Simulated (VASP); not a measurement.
A run of VASP 6.6.1:

The input INCAR:

```
SYSTEM = Sn4O7
  ALGO = Normal
  EDIFF = 1E-6
  ENCUT = 520
  GGA = PE
  ISIF = 2
  ISMEAR = 0
  IVDW = 12
  LASPH = .True.
  LCHARG = .True.
  LELF = .True.
  LREAL = .False.
  LVHAR = .True.
  LWAVE = .False.
  NBANDS = 60
  NELECT = 96.0
  NELM = 80
  PREC = Accurate
  SIGMA = 0.05
```

Contents of KPOINTS:

```
k-points
0
Gamma
  6 6 6
  0 0 0
```

The input POSCAR:

```
Sn4O7
1.0
   -3.2376496260     -1.8692578831      4.2923370236
    3.2376496260     -1.8692578831      4.2923370236
    0.0000000000      3.7385157663      4.2923370236
Sn O
4 7
Direct
    0.5000000000      0.5000000000      0.5000000000
    0.0000000000      0.0000000000      0.5000000000
    0.0000000000      0.5000000000      0.0000000000
    0.5000000000      0.0000000000      0.0000000000
    0.7436146560      0.7436146560      0.2436146560
    0.7436146560      0.2436146560      0.7436146560
    0.2436146560      0.7436146560      0.7436146560
    0.7563853440      0.7563853440      0.7563853440
    0.2563853440      0.2563853440      0.7563853440
    0.2563853440      0.7563853440      0.2563853440
    0.9187788737      0.2521288737      0.2521288737
```

Potentials or basis: VASP PAW PBE potentials, release 64 (Sn_d, O).

The run is started by

```console
$ cat potpaw_PBE.64/Sn_d/POTCAR potpaw_PBE.64/O/POTCAR > POTCAR
$ mpirun -np 1 vasp_std > vasp.out
```

Hardware: 1 thread of Intel(R) Xeon(R) Platinum 8259CL CPU @ 2.50GHz (Skylake/Cascade Lake) (shared host).

Problem. Estimate the wall time of this run.

Solution. It took 11 min on 1 thread of Intel(R) Xeon(R) Platinum 8259CL CPU @ 2.50GHz (Skylake/Cascade Lake), on a shared host, peak memory 0.56 GiB. Counts: scf iterations 16, k points 68.
